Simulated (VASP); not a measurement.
# K (P6_3/mmc) in VASP: further runs

K is run at these levels: PBEsol; tasks: single point.

Everything below comes from runs of VASP 6.6.1. Logs are shortened: lines on timing, memory, paths and dates and some standing lists are left out, and cuts for length are marked.

### 1 The cell of the first run

It takes space group P6_3/mmc (No. 194, hexagonal). The conventional cell has a = 3.770 Å, b = 3.770 Å, c = 12.207 Å, α = 90.00°, β = 90.00°, γ = 120.00°. K (site symmetry -3m) has 12 K at 3.75 to 3.77 Å within 4.9 Å. Within 4.9 Å of K (site symmetry -6m2) lie 12 K at 3.75 to 3.77 Å.

### 2 Single point, PBEsol

File INCAR:

```
ALGO = Normal ; EDIFF = 1E-6
ENCUT = 520 ; GGA = PS
ISIF = 2 ; ISMEAR = -1
LASPH = T ; LCHARG = T
LELF = T ; LREAL = F
LVHAR = T ; LWAVE = F
NBANDS = 26 ; NELM = 80
PREC = Accurate ; SIGMA = 0.0645
```

File KPOINTS:

```
k-points
0
Gamma
  6 6 2
```

File POSCAR:

```
K
1.0
    1.8847660000      3.2645090000      0.0000000000
   -1.8847660000      3.2645090000      0.0000000000
    0.0000000000      0.0000000000     12.2070360000
K
4
Direct
    0.0000000000      0.0000000000      0.0000000000
    0.0000000000      0.0000000000      0.5000000000
    0.3333300000      0.3333400000      0.7500000000
    0.6666600000      0.6666700000      0.2500000000
```

Potentials or basis: VASP PAW PBE potentials, release 64 (K_sv).

Command:

```sh
$ cat potpaw_PBE.64/K_sv/POTCAR > POTCAR
$ mpirun -np 1 vasp_std > vasp.out
```

OUTCAR:

```text
EDIFF = 1E-6
   ENCUT = 520
   GGA = PS
   ISIF = 2
   ISMEAR = -1
   LASPH = T
   LREAL = F
   NELM = 80
   PREC = Accurate

 ion  position               nearest neighbor table
   1  0.000  0.000  0.000-   4 3.75   3 3.75   4 3.75   3 3.75   4 3.75   3 3.75
   2  0.000  0.000  0.500-   4 3.75   3 3.75   4 3.75   3 3.75   4 3.75   3 3.75
   3  0.333  0.333  0.750-   1 3.75   2 3.75   1 3.75   2 3.75   1 3.75   2 3.75
   4  0.667  0.667  0.250-   1 3.75   2 3.75   1 3.75   2 3.75   1 3.75   2 3.75

  LATTYP: Found a hexagonal cell.
 ALAT       =     3.7695307249
 C/A-ratio  =     3.2383436801

  Lattice vectors:

 A1 = (   1.8847660000,  -3.2645090000,   0.0000000000)
 A2 = (   1.8847660000,   3.2645090000,   0.0000000000)
 A3 = (   0.0000000000,   0.0000000000,  12.2070360000)

Analysis of symmetry for initial positions (statically):
=====================================================================
 Subroutine PRICEL returns:
 Original cell was already a primitive cell.

 Routine SETGRP: Setting up the symmetry group for a
 hexagonal supercell.

 Subroutine GETGRP returns: Found  4 space group operations
 (whereof  2 operations were pure point group operations)
 out of a pool of 24 trial point group operations.

The static configuration has the point symmetry C_2 .
 The point group associated with its full space group is C_2v.

Analysis of symmetry for dynamics (positions and initial velocities):
=====================================================================
 Subroutine PRICEL returns:
 Original cell was already a primitive cell.

 Routine SETGRP: Setting up the symmetry group for a
 hexagonal supercell.

 Subroutine GETGRP returns: Found  4 space group operations
 (whereof  2 operations were pure point group operations)
 out of a pool of 24 trial point group operations.

The dynamic configuration has the point symmetry C_2 .
 The point group associated with its full space group is C_2v.

 Subroutine INISYM returns: Found  4 space group operations
 (whereof  2 operations are pure point group operations),
 and found     1 'primitive' translations

----------------------------------------------------------------------------------------

                                     Primitive cell

  volume of cell :     150.2158

  direct lattice vectors                    reciprocal lattice vectors
     1.884766000  3.264509000  0.000000000     0.265284921  0.153162390  0.000000000
    -1.884766000  3.264509000  0.000000000    -0.265284921  0.153162390  0.000000000
     0.000000000  0.000000000 12.207036000     0.000000000  0.000000000  0.081919968

  length of vectors
     3.769530725  3.769530725 12.207036000     0.306324676  0.306324676  0.081919968

  position of ions in fractional coordinates (direct lattice)
     0.000000000  0.000000000  0.000000000
     0.000000000  0.000000000  0.500000000
     0.333330000  0.333340000  0.750000000
     0.666660000  0.666670000  0.250000000

  ion indices of the primitive-cell ions
   primitive index   ion index
                 1           1
                 2           2
                 3           3
                 4           4

----------------------------------------------------------------------------------------

 KPOINTS: k-points

Automatic generation of k-mesh.
 Grid dimensions read from file:
 generate k-points for:    6    6    2

 Generating k-lattice:

  Cartesian coordinates                     Fractional coordinates (reciprocal lattice)
     0.044214154  0.025527065  0.000000000     0.166666667  0.000000000  0.000000000
    -0.044214154  0.025527065  0.000000000     0.000000000  0.166666667  0.000000000
     0.000000000  0.000000000  0.040959984     0.000000000  0.000000000  0.500000000

  Length of vectors
     0.051054113  0.051054113  0.040959984

  Shift w.r.t. Gamma in fractional coordinates (k-lattice)
     0.000000000  0.000000000  0.000000000

 Subroutine IBZKPT returns following result:
 ===========================================

 Found     26 irreducible k-points:

 Following reciprocal coordinates:
            Coordinates               Weight
  0.000000  0.000000  0.000000      1.000000
  0.166667 -0.000000  0.000000      4.000000
  0.166667  0.166667  0.000000      2.000000
  0.333333 -0.000000  0.000000      4.000000
  0.333333  0.333333  0.000000      2.000000
  0.500000 -0.000000  0.000000      2.000000
[... 16 lines left out ...]
  0.500000  0.166667  0.500000      4.000000
  0.333333  0.500000  0.500000      4.000000
 [... further k-points ...]
   k-points           NKPTS =     26   k-points in BZ     NKDIM =     26   number of bands    NBANDS=     26
   number of dos      NEDOS =    301   number of ions     NIONS =      4
   total plane-waves  NPLWV =  75264
   dimension x,y,z NGX =    28 NGY =   28 NGZ =   96
   dimension x,y,z NGXF=    56 NGYF=   56 NGZF=  192
   ions per type =               4
   NGX,Y,Z   is equivalent  to a cutoff of  12.35, 12.35, 13.07 a.u.
   NGXF,Y,Z  is equivalent  to a cutoff of  24.70, 24.70, 26.15 a.u.
 SYSTEM =  unknown system
   PREC   = accura    normal or accurate (medium, high low for compatibility)
   ISTART =      0    job   : 0-new  1-cont  2-samecut
   ICHARG =      2    charge: 1-file 2-atom 10-const
   ISPIN  =      1    spin polarized calculation?
   LNONCOLLINEAR =      F non collinear calculations
   LSORBIT =      F    spin-orbit coupling
   LASPH  =      T    aspherical Exc in radial PAW
   ENCUT  =  520.0 eV  38.22 Ry    6.18 a.u.   7.01  7.01 22.70*2*pi/ulx,y,z
   NELM   =     80;   NELMIN=  2; NELMDL= -5     # of ELM steps
   EDIFF  = 0.1E-05   stopping-criterion for ELM
   LREAL  =      F    real-space projection
   EDIFFG = 0.1E-04   stopping-criterion for IOM
   NSW    =      0    number of steps for IOM
   IBRION =     -1    ionic relax: 0-MD 1-quasi-New 2-CG
   NFREE  =      0    steps in history (QN), initial steepest desc. (CG)
   ISIF   =      2    stress and relaxation
   ISYM   =      2    0-nonsym 1-usesym 2-fastsym
   POTIM  = 0.5000    time-step for ionic-motion
   TEBEG  =    0.0;   TEEND  =   0.0 temperature during run
   PSTRESS=    0.0 pullay stress
   NELECT =      36.0000    total number of electrons
   NUPDOWN=      -1.0000    fix difference up-down
   EMIN   =  10.00;   EMAX   =-10.00  energy-range for DOS
   EFERMI =   0.00;   METHOD = LEGACY
   ISMEAR =    -1;   SIGMA  =   0.06  broadening in eV -4-tet -1-fermi 0-gaus
   EFERMI_NEDOS =   21; number of points for ismear=-14 and -15
   IALGO  =     38    algorithm
   IMIX   =      4    mixing-type and parameters
     AMIX     =   0.40;   BMIX     =  1.00
     AMIX_MAG =   1.60;   BMIX_MAG =  1.00
  volume/ion in A,a.u.               =      37.55       253.43
  Fermi-wavevector in a.u.,A,eV,Ry     =   1.016882  1.921628 14.069086  1.034049
  Thomas-Fermi vector in A             =   2.150251
   LORBIT       =      0    0 simple, 1 ext, 2 COOP (PROOUT), +10 PAW based schemes
   GGA     = PS    functional components
   LHFCALC =     F    Hartree Fock is set to
   AEXX    =    0.0000 exact exchange contribution
   IVDW    =     0    specifies the selected vdW correction
   LEPSILON=     F    determine dielectric tensor
   LRPA    =     F    only Hartree local field effects (RPA)
 non-spin polarized calculation
  energy-cutoff  :      520.00
  volume of cell :      150.22
 maximum number of plane-waves:      4086
   NGX = 13   NGY = 13   NGZ = 45

 number of electron      36.0000001 magnetization

 Free energy of the ion-electron system (eV)
  ---------------------------------------------------
  ext. energy  EPLUGINS =         0.00000000
  ---------------------------------------------------
  free energy    TOTEN  =        -2.58705292 eV

  energy without entropy =       -2.55217680  energy(sigma->0) =       -2.56961486

 E-fermi :   1.9644     XC(G=0):  -7.7000

 val. band max:        1.8451612111   @ k =   0.3333   0.5000   0.5000
 cond. band min:       2.0306329217   @ k =   0.5000   0.5000   0.0000
 fundamental gap:      0.1854717106
 Fermi energy:         1.9643815732

 k-point     1 :       0.0000    0.0000    0.0000
  band No.  band energies     occupation
      1     -30.0331      2.00000
      2     -29.9956      2.00000
      3     -29.9949      2.00000
      4     -29.9569      2.00000
      5     -13.9257      2.00000
      6     -13.6391      2.00000
[... 18 lines left out ...]
     25       6.2122      0.00000
     26       6.3402      0.00000

 k-point     2 :       0.1667   -0.0000    0.0000
  band No.  band energies     occupation
      1     -30.0169      2.00000
      2     -29.9838      2.00000
      3     -29.9831      2.00000
      4     -29.9497      2.00000
      5     -13.8730      2.00000
      6     -13.6639      2.00000
[... 18 lines left out ...]
     25       5.5237      0.00000
     26       5.5847      0.00000

 k-point     3 :       0.1667    0.1667    0.0000
  band No.  band energies     occupation
      1     -30.0169      2.00000
      2     -29.9838      2.00000
      3     -29.9831      2.00000
      4     -29.9497      2.00000
      5     -13.8730      2.00000
      6     -13.6639      2.00000
[... 18 lines left out ...]
     25       5.5237      0.00000
     26       5.5847      0.00000

 k-point     4 :       0.3333   -0.0000    0.0000
  band No.  band energies     occupation
      1     -29.9815      2.00000
      2     -29.9601      2.00000
      3     -29.9594      2.00000
      4     -29.9379      2.00000
      5     -13.8107      2.00000
      6     -13.8092      2.00000
[... 18 lines left out ...]
     25       4.7187      0.00000
     26       4.8664      0.00000
[... 496 lines left out ...]
      1     -29.9835      2.00000
      2     -29.9835      2.00000
      3     -29.9477      2.00000
      4     -29.9477      2.00000
      5     -13.7819      2.00000
      6     -13.7819      2.00000
[... 18 lines left out ...]
     25       5.0412      0.00000
     26       5.0412      0.00000

 k-point    23 :       0.5000    0.1667    0.5000
  band No.  band energies     occupation
      1     -29.9567      2.00000
      2     -29.9567      2.00000
      3     -29.9390      2.00000
      4     -29.9390      2.00000
      5     -13.8213      2.00000
      6     -13.8213      2.00000
[... 18 lines left out ...]
     25       4.6027      0.00000
     26       4.6027      0.00000

 k-point    24 :       0.3333    0.5000    0.5000
  band No.  band energies     occupation
      1     -29.9567      2.00000
      2     -29.9567      2.00000
      3     -29.9390      2.00000
      4     -29.9390      2.00000
      5     -13.8213      2.00000
      6     -13.8213      2.00000
[... 18 lines left out ...]
     25       4.6028      0.00000
     26       4.6028      0.00000

 [... further k-points ...]

------------------------ aborting loop because EDIFF is reached ----------------------------------------

  FORCE on cell =-STRESS in cart. coord.  units (eV):
  Direction    XX          YY          ZZ          XY          YZ          ZX
  --------------------------------------------------------------------------------------
  -------------------------------------------------------------------------------------
  Total        7.3732838      7.3731634      7.0206531      0.0000000      0.0000000      0.0000000
  in kB       78.6422630     78.6409794     74.8811602      0.0000000      0.0000000      0.0000000
  external PRESSURE =      77.3881342 kB  Pullay stress =       0.0000000 kB

 VOLUME and BASIS-vectors are now :
 -----------------------------------------------------------------------------
  energy-cutoff  :      520.00
  volume of cell :      150.22
      direct lattice vectors                 reciprocal lattice vectors
     1.884766000  3.264509000  0.000000000     0.265284921  0.153162390  0.000000000
    -1.884766000  3.264509000  0.000000000    -0.265284921  0.153162390  0.000000000
     0.000000000  0.000000000 12.207036000     0.000000000  0.000000000  0.081919968

 POSITION                                       TOTAL-FORCE (eV/Angst)
 -----------------------------------------------------------------------------------
      0.00000      0.00000      0.00000        -0.000006      0.000000      0.000000
      0.00000      0.00000      6.10352        -0.000006      0.000000      0.000000
     -0.00002      2.17635      9.15528         0.000006     -0.000010      0.000000
     -0.00002      4.35267      3.05176         0.000006      0.000010      0.000000
 -----------------------------------------------------------------------------------
    total drift:                               -0.000015      0.000000     -0.000000

  FREE ENERGIE OF THE ION-ELECTRON SYSTEM (eV)
  ---------------------------------------------------
  free  energy   TOTEN  =        -2.5870529199 eV

  energy  without entropy=       -2.5521767971  energy(sigma->0) =       -2.56961486
```

Wall time 2.7 min (1 thread of AMD EPYC 7R13, shared host); peak memory 0.24 GiB.

What came out:

| Property | Result |
| --- | --- |
| Free energy | -2.5871 eV |
| Pressure | 7.7 GPa |
| Band gap on the k mesh | zero (band 18 reaches 2.89 eV, above the bottom of band 19 at -0.01 eV) |

Caveat: the PAW data sets were made with another functional, which shifts forces and pressure a little.

### 3 Single point, PBEsol

File INCAR:

```
SYSTEM = K
PREC = Accurate
ENCUT = 520
EDIFF = 1E-6
ISMEAR = -1
SIGMA = 0.0645
LREAL = .FALSE.
LASPH = .TRUE.
NELM = 100
ALGO = Normal
ISIF = 2
LWAVE = .FALSE.
LCHARG = .FALSE.
GGA = PS
NBANDS = 26
```

File KPOINTS:

```
Automatic mesh
0
G
  6 6 2
  0 0 0
```

POSCAR is that of step 2.

Potentials or basis: VASP PAW PBE potentials, release 64 (K_sv).

Command:

```sh
$ cat potpaw_PBE.64/K_sv/POTCAR > POTCAR
$ mpirun -np 1 vasp_std > vasp.out
```

It took 2.4 min on 1 thread of AMD EPYC 7R13, shared host; peak memory 0.25 GiB.

It converged, with:

- Free energy: -2.5871 eV
- Pressure: 7.7 GPa
- Band gap on the k mesh: zero (band 18 reaches 2.89 eV, above the bottom of band 19 at -0.01 eV)

Stress tensor (GPa, compression positive):
```
7.86 0.00 0.00
0.00 7.86 0.00
0.00 0.00 7.49
```

Levels at points of the mesh, in eV from the Fermi level:
```csv
k point,band 15,band 16,band 17,band 18,band 19,band 20,band 21,band 22
"(0.00, 0.00, 0.00)",-15.29,-15.29,-3.23,-1.97,-1.97,0.07,1.25,2.97
"(0.50, 0.00, 0.00)",-15.38,-15.36,0.07,0.18,0.32,0.33,1.15,1.60
"(0.50, 0.50, 0.00)",-15.38,-15.36,0.07,0.18,0.32,0.33,1.15,1.60
"(0.00, 0.00, 0.50)",-15.31,-15.31,-2.89,-2.89,-0.76,-0.76,1.94,1.94
"(0.50, 0.00, 0.50)",-15.38,-15.38,0.15,0.15,0.30,0.30,1.28,1.28
"(0.50, 0.50, 0.50)",-15.38,-15.38,0.15,0.15,0.30,0.30,1.28,1.28
```

Caveat: the PAW data sets were made with another functional, which shifts forces and pressure a little.
